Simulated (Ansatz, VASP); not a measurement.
# Two plane-wave programs on BeTe

INCAR

```
SYSTEM = BeTe
ALGO = Normal ; EDIFF = 1E-6
EDIFFG = -0.01 ; ENCUT = 600
GGA = PE ; IBRION = 2
ISIF = 3 ; ISMEAR = 0
LASPH = .True. ; LCHARG = .False.
LREAL = .False. ; LWAVE = .False.
NELM = 60 ; NSW = 100
PREC = Accurate ; SIGMA = 0.02
```

File KPOINTS:

```
k-points
0
Gamma
  4 8 4
  0 0 0
```

File POSCAR:

```
BeTe
1.0
    7.1758137974      0.0000000000      0.0000000000
    0.0000000000      4.0732004937      0.0000000000
    0.0000000000      0.0000000000      6.9398317447
Be Te
4 4
Direct
    0.8557126375      0.7500000000      0.4057718973
    0.6442873625      0.2500000000      0.9057718973
    0.3557126375      0.7500000000      0.0942281027
    0.1442873625      0.2500000000      0.5942281027
    0.7971469730      0.2500000000      0.5929290736
    0.7028530270      0.7500000000      0.0929290736
    0.2971469730      0.2500000000      0.9070709264
    0.2028530270      0.7500000000      0.4070709264
```

Input for Ansatz:

```yaml
crystal:
  lattice:
    - [7.1758137974, 0.0, 0.0]
    - [0.0, 4.0732004937, 0.0]
    - [0.0, 0.0, 6.9398317447]
  atoms:
    - { symbol: Be, position: [0.8557126375, 0.75, 0.4057718973] }
    - { symbol: Be, position: [0.6442873625, 0.25, 0.9057718973] }
    - { symbol: Be, position: [0.3557126375, 0.75, 0.0942281027] }
    - { symbol: Be, position: [0.1442873625, 0.25, 0.5942281027] }
    - { symbol: Te, position: [0.797146973, 0.25, 0.5929290736] }
    - { symbol: Te, position: [0.702853027, 0.75, 0.0929290736] }
    - { symbol: Te, position: [0.297146973, 0.25, 0.9070709264] }
    - { symbol: Te, position: [0.202853027, 0.75, 0.4070709264] }
basis:
  ecutwfc: 420
kpoints:
  mp_grid: { grid: [4, 8, 4] }
hamiltonian:
  xc: pbe
scf:
  occupations: { method: gaussian, width: 0.02 }
output:
  forces: true
  stress: true
  eigenvalues: true
relax:
  adjacent_minimum: "off"
  f_tol: 0.01
  max_steps: 80
  cell: { stress_tol: 0.05 }
```

Alike in both runs: task relaxation of cell and atoms; functional PBE; k mesh 4 × 8 × 4; occupations gaussian, width 0.02 eV; no spin polarisation.

|  | VASP | Ansatz |
| --- | --- | --- |
| version | VASP 6.6.1 | Ansatz 0.2.0 |
| potentials or method | VASP PAW PBE potentials, release 64 (Be, Te), cutoff 600 eV | scalar-relativistic, plane waves, PAW |
| valence electrons in the cell | 32 | 72 |

Ansatz gave:

| Item | Value |
| --- | --- |
| gap on the k mesh at the Fermi level, each at its own relaxed structure (eV) | 2.24 |
| relaxed volume (Å³/atom) | 25.34 |
| relaxed length of the cell vector where the two differ most in proportion (Å) | 7.187 |

Problem. Estimate VASP's values.

Solution. gap on the k mesh at the Fermi level, each at its own relaxed structure (eV): 2.23; relaxed volume (Å³/atom): 25.42; relaxed length of the cell vector where the two differ most in proportion (Å): 7.195.

VASP's potentials hold 32 valence electrons a cell and Ansatz's 72, so a difference there can come from the potentials and not from the codes.

Neither program's run includes spin-orbit coupling.
